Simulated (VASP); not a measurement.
# C (P1) in VASP: single point with r2SCAN

Aim: the single point of C with r2SCAN.

Everything below comes from runs of VASP 6.6.1. Logs are shortened: lines on timing, memory, paths and dates and some standing lists are left out, and cuts for length are marked.

## Step 1: The cell of the first run

The typed cell holds 4 atoms: a = 2.517 Å, b = 2.517 Å, c = 4.360 Å, α = 73.22°, β = 73.22°, γ = 60.00°.

## Step 2: Single point, r2SCAN (atoms displaced along several vibrational modes)

File POSCAR:

```
C
1.0
    0.0000000000     -1.7801161419     -1.7801161419
   -1.7801161419      0.0000000000     -1.7801161419
    1.7801161419      1.7801161419     -3.5602322838
C
4
Direct
    0.7349073063      0.7731688183      0.7451349994
    0.2650926937      0.2268311817      0.2548650006
    0.3566638199      0.3949253319      0.8798649870
    0.8933361801      0.8550746681      0.3701350130
```

File INCAR.step1:

```
PREC = Accurate ; ENCUT = 520
ISMEAR = 0 ; SIGMA = 0.05
LREAL = F ; LASPH = T
NELM = 60 ; NBANDS = 16
GGA = PE ; ALGO = Normal
EDIFF = 1E-4 ; LWAVE = T
LCHARG = F
```

File INCAR.step2:

```
PREC = Accurate ; ENCUT = 520
EDIFF = 1E-7 ; ISMEAR = 0
SIGMA = 0.05 ; LREAL = F
LASPH = T ; NELM = 60
ALGO = Normal ; ISIF = 2
LWAVE = F ; LCHARG = F
METAGGA = R2SCAN ; LMIXTAU = T
NBANDS = 16 ; ISTART = 1
```

File KPOINTS:

```
Automatic mesh
0
Gamma
  12 12 10
```

Potentials or basis: VASP PAW PBE potentials, release 64 (C).

Launch:

```sh
cat potpaw_PBE.64/C/POTCAR > POTCAR
cp INCAR.step1 INCAR
mpirun -np 1 vasp_std > vasp.out
cp INCAR.step2 INCAR
mpirun -np 1 vasp_std > vasp.out
```

OUTCAR:

```text
PREC = Accurate
   ENCUT = 520
   EDIFF = 1E-7
   ISMEAR = 0
   LREAL = F
   LASPH = T
   NELM = 60
   ISIF = 2
   METAGGA = R2SCAN
   ISTART = 1

 ion  position               nearest neighbor table
   1  0.735  0.773  0.745-   4 1.54   3 1.56   3 1.56   3 1.56
   2  0.265  0.227  0.255-   4 1.53   4 1.53   4 1.53   3 1.54
   3  0.357  0.395  0.880-   2 1.54   1 1.56   1 1.56   1 1.56
   4  0.893  0.855  0.370-   2 1.53   2 1.53   2 1.53   1 1.54

  LATTYP: Found a trigonal (rhomboedric) cell.
 ALAT       =     4.3603762305
 COS(alpha) =     0.8333333333

  Lattice vectors:

 A1 = (   1.7801161419,   3.5602322838,  -1.7801161419)
 A2 = (   3.5602322838,   1.7801161419,  -1.7801161419)
 A3 = (   1.7801161419,   1.7801161419,  -3.5602322838)

Analysis of symmetry for initial positions (statically):
=====================================================================
 Subroutine PRICEL returns:
 Original cell was already a primitive cell.

 Routine SETGRP: Setting up the symmetry group for a
 trigonal (rhombohedral) supercell.

 Subroutine GETGRP returns: Found  1 space group operations
 (whereof  1 operations were pure point group operations)
 out of a pool of 12 trial point group operations.

The static configuration has the point symmetry C_1 .

Analysis of symmetry for dynamics (positions and initial velocities):
=====================================================================
 Subroutine PRICEL returns:
 Original cell was already a primitive cell.

 Routine SETGRP: Setting up the symmetry group for a
 trigonal (rhombohedral) supercell.

 Subroutine GETGRP returns: Found  1 space group operations
 (whereof  1 operations were pure point group operations)
 out of a pool of 12 trial point group operations.

The dynamic configuration has the point symmetry C_1 .

 Subroutine INISYM returns: Found  1 space group operations
 (whereof  1 operations are pure point group operations),
 and found     1 'primitive' translations

----------------------------------------------------------------------------------------

                                     Primitive cell

  volume of cell :      22.5634

  direct lattice vectors                    reciprocal lattice vectors
     0.000000000 -1.780116142 -1.780116142     0.140440275 -0.421320824 -0.140440275
    -1.780116142  0.000000000 -1.780116142    -0.421320824  0.140440275 -0.140440275
     1.780116142  1.780116142 -3.560232284     0.140440275  0.140440275 -0.140440275

  length of vectors
     2.517464390  2.517464390  4.360376231     0.465787697  0.465787697  0.243249691

  position of ions in fractional coordinates (direct lattice)
     0.734907306  0.773168818  0.745134999
     0.265092694  0.226831182  0.254865001
     0.356663820  0.394925332  0.879864987
     0.893336180  0.855074668  0.370135013

  ion indices of the primitive-cell ions
   primitive index   ion index
                 1           1
                 2           2
                 3           3
                 4           4

----------------------------------------------------------------------------------------

 KPOINTS: Automatic mesh

Automatic generation of k-mesh.
 Grid dimensions read from file:
 generate k-points for:   12   12   10

 Generating k-lattice:

  Cartesian coordinates                     Fractional coordinates (reciprocal lattice)
     0.011703356 -0.035110069 -0.011703356     0.083333333  0.000000000  0.000000000
    -0.035110069  0.011703356 -0.011703356     0.000000000  0.083333333  0.000000000
     0.014044027  0.014044027 -0.014044027     0.000000000  0.000000000  0.100000000

  Length of vectors
     0.038815641  0.038815641  0.024324969

  Shift w.r.t. Gamma in fractional coordinates (k-lattice)
     0.000000000  0.000000000  0.000000000

 -----------------------------------------------------------------------------
|                                                                             |
|           W    W    AA    RRRRR   N    N  II  N    N   GGGG   !!!           |
|           W    W   A  A   R    R  NN   N  II  NN   N  G    G  !!!           |
|           W    W  A    A  R    R  N N  N  II  N N  N  G       !!!           |
|           W WW W  AAAAAA  RRRRR   N  N N  II  N  N N  G  GGG   !            |
|           WW  WW  A    A  R   R   N   NN  II  N   NN  G    G                |
|           W    W  A    A  R    R  N    N  II  N    N   GGGG   !!!           |
|                                                                             |
|     Your reciprocal lattice and k-lattice belong to different lattice       |
|     classes:                                                                |
|                                                                             |
|        The reciprocal lattice is rhombohedral (trigonal),                   |
|        whereas your k-lattice is base-centered monoclinic.                  |
|                                                                             |
|     Results are often still useful ...                                      |
|                                                                             |
 -----------------------------------------------------------------------------

 WARNING: IBZKPT: internal override: KBLOWUP is changed to .FALSE.
      ... skipping the blow-up phase ...

 Subroutine IBZKPT returns following result:
 ===========================================

 Found    724 irreducible k-points:

 Following reciprocal coordinates:
            Coordinates               Weight
  0.000000  0.000000  0.000000      1.000000
  0.083333  0.000000  0.000000      2.000000
  0.166667  0.000000 -0.000000      2.000000
  0.250000  0.000000  0.000000      2.000000
  0.333333  0.000000  0.000000      2.000000
  0.416667  0.000000 -0.000000      2.000000
[... 16 lines left out ...]
  0.250000  0.166667  0.000000      2.000000
  0.333333  0.166667 -0.000000      2.000000
 [... further k-points ...]
   k-points           NKPTS =    724   k-points in BZ     NKDIM =    724   number of bands    NBANDS=     16
   number of dos      NEDOS =    301   number of ions     NIONS =      4
   total plane-waves  NPLWV =  12800
   dimension x,y,z NGX =    20 NGY =   20 NGZ =   32
   dimension x,y,z NGXF=    40 NGYF=   40 NGZF=   64
   ions per type =               4
   NGX,Y,Z   is equivalent  to a cutoff of  13.21, 13.21, 12.20 a.u.
   NGXF,Y,Z  is equivalent  to a cutoff of  26.41, 26.41, 24.40 a.u.
 SYSTEM =  unknown system
   PREC   = accura    normal or accurate (medium, high low for compatibility)
   ISTART =      1    job   : 0-new  1-cont  2-samecut
   ICHARG =      0    charge: 1-file 2-atom 10-const
   ISPIN  =      1    spin polarized calculation?
   LNONCOLLINEAR =      F non collinear calculations
   LSORBIT =      F    spin-orbit coupling
   LASPH  =      T    aspherical Exc in radial PAW
   ENCUT  =  520.0 eV  38.22 Ry    6.18 a.u.   4.68  4.68  8.11*2*pi/ulx,y,z
   NELM   =     60;   NELMIN=  2; NELMDL=  0     # of ELM steps
   EDIFF  = 0.1E-06   stopping-criterion for ELM
   LREAL  =      F    real-space projection
   EDIFFG = 0.1E-05   stopping-criterion for IOM
   NSW    =      0    number of steps for IOM
   IBRION =     -1    ionic relax: 0-MD 1-quasi-New 2-CG
   NFREE  =      0    steps in history (QN), initial steepest desc. (CG)
   ISIF   =      2    stress and relaxation
   ISYM   =      2    0-nonsym 1-usesym 2-fastsym
   POTIM  = 0.5000    time-step for ionic-motion
   TEBEG  =    0.0;   TEEND  =   0.0 temperature during run
   PSTRESS=    0.0 pullay stress
   NELECT =      16.0000    total number of electrons
   NUPDOWN=      -1.0000    fix difference up-down
   EMIN   =  10.00;   EMAX   =-10.00  energy-range for DOS
   EFERMI =   0.00;   METHOD = LEGACY
   ISMEAR =     0;   SIGMA  =   0.05  broadening in eV -4-tet -1-fermi 0-gaus
   EFERMI_NEDOS =   21; number of points for ismear=-14 and -15
   IALGO  =     38    algorithm
   IMIX   =      4    mixing-type and parameters
     AMIX     =   0.40;   BMIX     =  1.00
     AMIX_MAG =   1.60;   BMIX_MAG =  1.00
  volume/ion in A,a.u.               =       5.64        38.07
  Fermi-wavevector in a.u.,A,eV,Ry     =   1.459867  2.758748 28.996877  2.131210
  Thomas-Fermi vector in A             =   2.576383
   LORBIT       =      0    0 simple, 1 ext, 2 COOP (PROOUT), +10 PAW based schemes
   METAGGA = R2SCAN    functional components
   LHFCALC =     F    Hartree Fock is set to
   AEXX    =    0.0000 exact exchange contribution
   IVDW    =     0    specifies the selected vdW correction
   LEPSILON=     F    determine dielectric tensor
   LRPA    =     F    only Hartree local field effects (RPA)
 non-spin polarized calculation
 Gauss-broadening in eV      SIGMA  =   0.05
  energy-cutoff  :      520.00
  volume of cell :       22.56
 maximum number of plane-waves:       624
   NGX =  9   NGY =  9   NGZ = 17

 number of electron      16.0000000 magnetization

 Free energy of the ion-electron system (eV)
  ---------------------------------------------------
  ext. energy  EPLUGINS =         0.00000000
  ---------------------------------------------------
  free energy    TOTEN  =       -39.18940862 eV

  energy without entropy =      -39.18940862  energy(sigma->0) =      -39.18940862

 E-fermi :  10.0589     XC(G=0): -14.2916

 val. band max:        9.8487332098   @ k =   0.0000   0.0000   0.0000
 cond. band min:      14.1449716657   @ k =   0.0000  -0.3333   0.3000
 fundamental gap:      4.2962384560
 Fermi energy:        10.0588717143

 k-point     1 :       0.0000    0.0000    0.0000
  band No.  band energies     occupation
      1     -12.9871      2.00000
      2      -6.9844      2.00000
      3      -4.3025      2.00000
      4       6.7689      2.00000
      5       6.7815      2.00000
      6       9.7822      2.00000
[... 8 lines left out ...]
     15      23.6487      0.00000
     16      26.5090      0.00000

 k-point     2 :       0.0833    0.0000    0.0000
  band No.  band energies     occupation
      1     -12.8023      2.00000
      2      -6.8749      2.00000
      3      -4.0808      2.00000
      4       5.9315      2.00000
      5       6.5197      2.00000
      6       8.8096      2.00000
[... 8 lines left out ...]
     15      23.8110      0.00000
     16      26.4700      0.00000
[... 387 lines left out ...]
      5       4.3282      2.00000
      6       4.8279      2.00000
[... 8 lines left out ...]
     15      24.0398      0.00000
     16      24.7015      0.00000

 k-point    24 :       0.3333    0.1667   -0.0000
  band No.  band energies     occupation
      1     -10.6650      2.00000
      2      -6.2075      2.00000
      3      -1.3317      2.00000
      4       1.4794      2.00000
      5       2.9629      2.00000
      6       3.8823      2.00000
[... 8 lines left out ...]
     15      23.5594      0.00000
     16      25.5415      0.00000

 [... further k-points ...]
[... 5 lines left out ...]
  --------------------------------------------------------------------------------------
  -------------------------------------------------------------------------------------
  Total        0.1072244      0.1683102      0.2527424      0.0065222      0.0457123      0.0237201
  in kB        7.6137636     11.9513264     17.9466596      0.4631293      3.2459236      1.6843118
  external PRESSURE =      12.5039165 kB  Pullay stress =       0.0000000 kB

 VOLUME and BASIS-vectors are now :
 -----------------------------------------------------------------------------
  energy-cutoff  :      520.00
  volume of cell :       22.56
      direct lattice vectors                 reciprocal lattice vectors
     0.000000000 -1.780116142 -1.780116142     0.140440275 -0.421320824 -0.140440275
    -1.780116142  0.000000000 -1.780116142    -0.421320824  0.140440275 -0.140440275
     1.780116142  1.780116142 -3.560232284     0.140440275  0.140440275 -0.140440275

 POSITION                                       TOTAL-FORCE (eV/Angst)
 -----------------------------------------------------------------------------------
     -0.04990      0.01821     -5.33740         1.367875      0.423597     -0.709200
      0.04990     -0.01821     -1.78306        -1.357967     -0.422555      0.720229
      0.86325      0.93136     -4.47044        -0.309770     -1.244924      0.946897
     -0.86325     -0.93136     -4.43014         0.299862      1.243882     -0.957926
 -----------------------------------------------------------------------------------
    total drift:                                0.000046      0.000011      0.000029

  FREE ENERGIE OF THE ION-ELECTRON SYSTEM (eV)
  ---------------------------------------------------
  free  energy   TOTEN  =       -39.1894086202 eV

  energy  without entropy=      -39.1894086202  energy(sigma->0) =      -39.18940862
```

Run time: 9.7 min. Hardware: 1 thread of Intel Xeon Platinum 8488C (Sapphire Rapids), shared host; peak memory 0.28 GiB.

What came out:

```yaml
Free_energy: -39.1894 eV
Pressure: 1.3 GPa
Largest_force: 1.598 eV/Å
Band_gap_on_the_k_mesh: 4.30 eV
```

Forces in eV/Å, atoms in the order of the input:
```
C    1.368  0.424 -0.709
C   -1.358 -0.423  0.720
C   -0.310 -1.245  0.947
C    0.300  1.244 -0.958
```

Caveat: the cell differs from its parent crystal (atoms displaced along several vibrational modes); the PAW data sets were made with another functional, which shifts forces and pressure a little.
